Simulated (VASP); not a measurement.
# Ge (Fd-3m) in VASP: vibrations by perturbation theory with PBEsol

Aim: the vibrations by perturbation theory of Ge with PBEsol.

Everything below comes from runs of VASP 6.6.1. Logs are shortened: lines on timing, memory, paths and dates and some standing lists are left out, and cuts for length are marked.

## Step 1: The cell of the first run

It takes space group Fd-3m (No. 227, cubic). Conventional cell: a = 5.677 Å, b = 5.677 Å, c = 5.677 Å, α = 90.00°, β = 90.00°, γ = 90.00°. Within 3.2 Å of Ge (site symmetry -43m) lie 4 Ge at 2.46 Å.

## Step 2: Vibrations by perturbation theory, PBEsol

INCAR

```
SYSTEM = Ge
PREC     = Accurate       ! precision mode
ENCUT    = 520            ! plane-wave cutoff, eV
EDIFF    = 1E-8           ! SCF threshold, eV
ISMEAR   = -1             ! smearing method
SIGMA    = 0.15           ! smearing width, eV
LREAL    = .FALSE.        ! projectors in reciprocal space
LASPH    = .TRUE.         ! aspherical terms in the spheres
NELM     = 80             ! most SCF steps
ALGO     = Normal         ! electronic algorithm
ISIF     = 2              ! what is computed and relaxed
LWAVE    = .FALSE.        ! write WAVECAR
LCHARG   = .FALSE.        ! write CHGCAR
GGA      = PS             ! functional
NBANDS   = 21             ! bands
IBRION   = 8              ! ionic algorithm
NSW      = 1              ! ionic steps
```

KPOINTS

```
regular mesh
0
G
  14 14 14
  0 0 0
```

POSCAR

```
Ge
1.0
    0.0000000000      2.8387418917      2.8387418917
    2.8387418917      0.0000000000      2.8387418917
    2.8387418917      2.8387418917      0.0000000000
Ge
2
Direct
    0.0000000000      0.0000000000      0.0000000000
    0.2500000000      0.2500000000      0.2500000000
```

Potentials or basis: VASP PAW PBE potentials, release 64 (Ge_d).

Command:

```
cat potpaw_PBE.64/Ge_d/POTCAR > POTCAR
mpirun -np 1 vasp_std > vasp.out
```

OUTCAR:

```text
SYSTEM = Ge
   PREC = Accurate
   ENCUT = 520
   EDIFF = 1E-8
   ISMEAR = -1
   LREAL = .FALSE.
   LASPH = .TRUE.
   NELM = 80
   ISIF = 2
   GGA = PS
   IBRION = 8
   NSW = 1

 ion  position               nearest neighbor table
   1  0.000  0.000  0.000-   2 2.46   2 2.46   2 2.46   2 2.46
   2  0.250  0.250  0.250-   1 2.46   1 2.46   1 2.46   1 2.46

  LATTYP: Found a face centered cubic cell.
 ALAT       =     5.6774837834

  Lattice vectors:

 A1 = (   0.0000000000,   2.8387418917,   2.8387418917)
 A2 = (   2.8387418917,   0.0000000000,   2.8387418917)
 A3 = (   2.8387418917,   2.8387418917,   0.0000000000)

Analysis of symmetry for initial positions (statically):
=====================================================================
 Subroutine PRICEL returns:
 Original cell was already a primitive cell.

 Routine SETGRP: Setting up the symmetry group for a
 face centered cubic supercell.

 Subroutine GETGRP returns: Found 48 space group operations
 (whereof 24 operations were pure point group operations)
 out of a pool of 48 trial point group operations.

The static configuration has the point symmetry T_d .
 The point group associated with its full space group is O_h .

Analysis of symmetry for dynamics (positions and initial velocities):
=====================================================================
 Subroutine PRICEL returns:
 Original cell was already a primitive cell.

 Routine SETGRP: Setting up the symmetry group for a
 face centered cubic supercell.

 Subroutine GETGRP returns: Found 48 space group operations
 (whereof 24 operations were pure point group operations)
 out of a pool of 48 trial point group operations.

The dynamic configuration has the point symmetry T_d .
 The point group associated with its full space group is O_h .

 Subroutine INISYM returns: Found 48 space group operations
 (whereof 24 operations are pure point group operations),
 and found     1 'primitive' translations

----------------------------------------------------------------------------------------

                                     Primitive cell

  volume of cell :      45.7518

  direct lattice vectors                    reciprocal lattice vectors
     0.000000000  2.838741892  2.838741892    -0.176134365  0.176134365  0.176134365
     2.838741892  0.000000000  2.838741892     0.176134365 -0.176134365  0.176134365
     2.838741892  2.838741892  0.000000000     0.176134365  0.176134365 -0.176134365

  length of vectors
     4.014587283  4.014587283  4.014587283     0.305073669  0.305073669  0.305073669

  position of ions in fractional coordinates (direct lattice)
     0.000000000  0.000000000  0.000000000
     0.250000000  0.250000000  0.250000000

  ion indices of the primitive-cell ions
   primitive index   ion index
                 1           1
                 2           2

----------------------------------------------------------------------------------------

 KPOINTS: regular mesh

Automatic generation of k-mesh.
 Grid dimensions read from file:
 generate k-points for:   14   14   14

 Generating k-lattice:

  Cartesian coordinates                     Fractional coordinates (reciprocal lattice)
    -0.012581026  0.012581026  0.012581026     0.071428571  0.000000000  0.000000000
     0.012581026 -0.012581026  0.012581026     0.000000000  0.071428571  0.000000000
     0.012581026  0.012581026 -0.012581026     0.000000000  0.000000000  0.071428571

  Length of vectors
     0.021790976  0.021790976  0.021790976

  Shift w.r.t. Gamma in fractional coordinates (k-lattice)
     0.000000000  0.000000000  0.000000000

 Subroutine IBZKPT returns following result:
 ===========================================

 Found    104 irreducible k-points:

 Following reciprocal coordinates:
            Coordinates               Weight
  0.000000  0.000000  0.000000      1.000000
  0.071429  0.000000  0.000000      8.000000
  0.142857  0.000000  0.000000      8.000000
  0.214286  0.000000  0.000000      8.000000
  0.285714  0.000000  0.000000      8.000000
  0.357143  0.000000  0.000000      8.000000
[... 16 lines left out ...]
  0.214286  0.142857  0.000000     24.000000
  0.285714  0.142857  0.000000     24.000000
 [... further k-points ...]
   k-points           NKPTS =    104   k-points in BZ     NKDIM =    104   number of bands    NBANDS=     21
   number of dos      NEDOS =    301   number of ions     NIONS =      2
   total plane-waves  NPLWV =  27000
   dimension x,y,z NGX =    30 NGY =   30 NGZ =   30
   dimension x,y,z NGXF=    60 NGYF=   60 NGZF=   60
   ions per type =               2
   NGX,Y,Z   is equivalent  to a cutoff of  12.42, 12.42, 12.42 a.u.
   NGXF,Y,Z  is equivalent  to a cutoff of  24.85, 24.85, 24.85 a.u.
 SYSTEM =  Ge
   PREC   = accura    normal or accurate (medium, high low for compatibility)
   ISTART =      0    job   : 0-new  1-cont  2-samecut
   ICHARG =      2    charge: 1-file 2-atom 10-const
   ISPIN  =      1    spin polarized calculation?
   LNONCOLLINEAR =      F non collinear calculations
   LSORBIT =      F    spin-orbit coupling
   LASPH  =      T    aspherical Exc in radial PAW
   ENCUT  =  520.0 eV  38.22 Ry    6.18 a.u.   7.46  7.46  7.46*2*pi/ulx,y,z
   NELM   =     80;   NELMIN=  2; NELMDL= -5     # of ELM steps
   EDIFF  = 0.1E-07   stopping-criterion for ELM
   LREAL  =      F    real-space projection
   EDIFFG = 0.1E-06   stopping-criterion for IOM
   NSW    =      1    number of steps for IOM
   IBRION =      8    ionic relax: 0-MD 1-quasi-New 2-CG
   NFREE  =      0    steps in history (QN), initial steepest desc. (CG)
   ISIF   =      2    stress and relaxation
   ISYM   =      2    0-nonsym 1-usesym 2-fastsym
   POTIM  = 0.5000    time-step for ionic-motion
   TEBEG  =    0.0;   TEEND  =   0.0 temperature during run
   PSTRESS=    0.0 pullay stress
   NELECT =      28.0000    total number of electrons
   NUPDOWN=      -1.0000    fix difference up-down
   EMIN   =  10.00;   EMAX   =-10.00  energy-range for DOS
   EFERMI =   0.00;   METHOD = LEGACY
   ISMEAR =    -1;   SIGMA  =   0.15  broadening in eV -4-tet -1-fermi 0-gaus
   EFERMI_NEDOS =   21; number of points for ismear=-14 and -15
   IALGO  =     38    algorithm
   IMIX   =      4    mixing-type and parameters
     AMIX     =   0.40;   BMIX     =  1.00
     AMIX_MAG =   1.60;   BMIX_MAG =  1.00
  volume/ion in A,a.u.               =      22.88       154.37
  Fermi-wavevector in a.u.,A,eV,Ry     =   1.389926  2.626579 26.285008  1.931894
  Thomas-Fermi vector in A             =   2.513910
   LORBIT       =      0    0 simple, 1 ext, 2 COOP (PROOUT), +10 PAW based schemes
   GGA     = PS    functional components
   LHFCALC =     F    Hartree Fock is set to
   AEXX    =    0.0000 exact exchange contribution
   IVDW    =     0    specifies the selected vdW correction
   LEPSILON=     F    determine dielectric tensor
   LRPA    =     F    only Hartree local field effects (RPA)
 non-spin polarized calculation
  energy-cutoff  :      520.00
  volume of cell :       45.75
 maximum number of plane-waves:      1248
 NGX is ok and might be reduce to    30
   NGX = 15   NGY = 15   NGZ = 15

--------------------------------------- Ionic step        1  -------------------------------------------

 number of electron      28.0000013 magnetization

 Free energy of the ion-electron system (eV)
  ---------------------------------------------------
  ext. energy  EPLUGINS =         0.00000000
  ---------------------------------------------------
  free energy    TOTEN  =        -9.87731818 eV

  energy without entropy =       -9.86956424  energy(sigma->0) =       -9.87344121

 E-fermi :   4.8277     XC(G=0): -10.0808

 val. band max:        4.7580695032   @ k =   0.0000   0.0000   0.0000
 cond. band min:       4.8497909580   @ k =   0.5000   0.0000   0.0000
 fundamental gap:      0.0917214548
 Fermi energy:         4.8277107876

 k-point     1 :       0.0000    0.0000    0.0000
  band No.  band energies     occupation
      1     -19.9906      2.00000
      2     -19.9906      2.00000
      3     -19.9906      2.00000
      4     -19.9547      2.00000
      5     -19.9547      2.00000
      6     -19.7482      2.00000
[... 565 lines left out ...]
     20      13.9056      0.00000
     21      14.4963      0.00000

 [... further k-points ...]

------------------------ aborting loop because EDIFF is reached ----------------------------------------

  FORCE on cell =-STRESS in cart. coord.  units (eV):
  Direction    XX          YY          ZZ          XY          YZ          ZX
  --------------------------------------------------------------------------------------
  -------------------------------------------------------------------------------------
  Total       -0.0226372     -0.0226372     -0.0226372      0.0000000      0.0000000      0.0000000
  in kB       -0.7927314     -0.7927314     -0.7927314      0.0000000      0.0000000      0.0000000
  external PRESSURE =      -0.7927314 kB  Pullay stress =       0.0000000 kB

 VOLUME and BASIS-vectors are now :
 -----------------------------------------------------------------------------
  energy-cutoff  :      520.00
  volume of cell :       45.75
      direct lattice vectors                 reciprocal lattice vectors
     0.000000000  2.838741892  2.838741892    -0.176134365  0.176134365  0.176134365
     2.838741892  0.000000000  2.838741892     0.176134365 -0.176134365  0.176134365
     2.838741892  2.838741892  0.000000000     0.176134365  0.176134365 -0.176134365

 POSITION                                       TOTAL-FORCE (eV/Angst)
 -----------------------------------------------------------------------------------
      0.00000      0.00000      0.00000         0.000000      0.000000     -0.000000
      1.41937      1.41937      1.41937        -0.000000     -0.000000      0.000000
 -----------------------------------------------------------------------------------
    total drift:                                0.000000     -0.000000      0.000000

  FREE ENERGIE OF THE ION-ELECTRON SYSTEM (eV)
  ---------------------------------------------------
  free  energy   TOTEN  =        -9.8773181787 eV

  energy  without entropy=       -9.8695642367  energy(sigma->0) =       -9.87344121

[... ionic steps 2 to 3 ...]

--------------------------------------- Ionic step        4  -------------------------------------------

 Free energy of the ion-electron system (eV)
  ---------------------------------------------------
  ---------------------------------------------------
  free energy    TOTEN  =        -0.19381455 eV

  energy without entropy =       -0.19381455

------------------------ aborting loop because EDIFF is reached ----------------------------------------

 INTERNAL STRAIN TENSOR  FOR ION    1  DIRECTION 1   (eV/Angst):
 -----------------------------------------------------------------------------
    -0.00493  0.00000  0.00000
     0.00000  0.00318  8.02601
     0.00000  8.02601  0.00318

 INTERNAL STRAIN TENSOR FOR ION    2 for displacements in x,y,z  (eV/Angst):
          X           Y           Z          XY          YZ          ZX
  --------------------------------------------------------------------------------
  x    -0.00000     0.00000     0.00000     0.00000    -8.02601     0.00000
  y     0.00000     0.00000     0.00000     0.00000     0.00000    -8.02601
  z     0.00000     0.00000    -0.00000    -8.02601     0.00000     0.00000

 SECOND DERIVATIVES (NOT SYMMETRIZED)
 ------------------------------------
               1X          1Y          1Z          2X          2Y          2Z
  1X   -10.600702    0.000000    0.000000   10.600702    0.000000    0.000000
  1Y     0.000000  -10.600702    0.000000    0.000000   10.600702    0.000000
  1Z     0.000000    0.000000  -10.600702    0.000000    0.000000   10.600702
  2X    10.600702    0.000000    0.000000  -10.600702    0.000000    0.000000
  2Y     0.000000   10.600702    0.000000    0.000000  -10.600702    0.000000
  2Z     0.000000    0.000000   10.600702    0.000000    0.000000  -10.600702

 Eigenvectors and eigenvalues of the dynamical matrix
 ----------------------------------------------------

   1 f  =    8.447629 THz    53.078018 2PiTHz  281.782568 cm-1    34.936570 meV
             X         Y         Z           dx          dy          dz
      0.000000  0.000000  0.000000     0.000000   -0.707107    0.000000
      1.419371  1.419371  1.419371     0.000000    0.707107    0.000000
[... 21 lines left out ...]
   6 f  =    0.000000 THz     0.000000 2PiTHz    0.000000 cm-1     0.000000 meV
             X         Y         Z           dx          dy          dz
      0.000000  0.000000  0.000000     0.000000    0.000000    0.707107
      1.419371  1.419371  1.419371     0.000000    0.000000    0.707107

--------------------------------------------------------------------------------------------------------

 ELASTIC MODULI CONTR FROM IONIC RELAXATION (kBar)
 Direction    XX          YY          ZZ          XY          YZ          ZX
 --------------------------------------------------------------------------------
 XX          -0.0000     -0.0000      0.0000      0.0000     -0.0000      0.0000
 YY          -0.0000     -0.0000     -0.0000      0.0000      0.0000      0.0000
 ZZ           0.0000     -0.0000     -0.0000     -0.0000      0.0000      0.0000
 XY           0.0000      0.0000     -0.0000   -212.7979      0.0000      0.0000
 YZ          -0.0000      0.0000      0.0000      0.0000   -212.7979      0.0000
 ZX           0.0000      0.0000      0.0000      0.0000      0.0000   -212.7979
 --------------------------------------------------------------------------------
```

Run time: 15 min. Hardware: 1 thread of Oxide Virtual Turin-like, shared host; peak memory 0.75 GiB.

Results:

- Highest phonon frequency at Γ: 282 cm⁻¹

Phonon frequencies in cm⁻¹ (negative: imaginary):
```tsv
q point	frequencies
(0.000, 0.000, 0.000)	0 0 0 282 282 282
```

Caveat: the PAW data sets were made with another functional, which shifts forces and pressure a little.
